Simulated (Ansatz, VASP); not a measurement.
# Pt: VASP beside Ansatz

```
Pt
1.0
     0.00000    2.82441    2.82441
     2.82441    0.00000    2.82441
     2.82441    2.82441    0.00000
Pt
2
Direct
  0.87500 0.87500 0.87500
  0.12500 0.12500 0.12500
```

Alike in both runs: functional LDA; k mesh 12 × 12 × 12; occupations fermi-dirac, width 0.1 eV; no spin polarisation.

Ansatz relaxed the structure, and its values are those at the end. VASP's run is a single point on that final structure, the one shown.

|  | VASP | Ansatz |
| --- | --- | --- |
| version | VASP 6.6.1 | Ansatz 0.2.0 |
| potentials or method | VASP PAW LDA potentials, release 64 (Pt) | PAW with Ansatz's default frozen-core files, scalar-relativistic |
| plane-wave cutoff (eV) | 520 | 420 |
| valence electrons in the cell | 20 | 36 |

```tsv
	VASP	Ansatz	Ansatz less VASP
pressure (GPa)	0.1	0.0	-0.05
```

LDA's correlation is that of Perdew and Zunger in VASP and of Perdew and Wang (1992) in Ansatz. VASP's potentials hold 20 valence electrons a cell and Ansatz's 36, so a difference there can come from the potentials and not from the codes.

Spin-orbit coupling is off throughout.
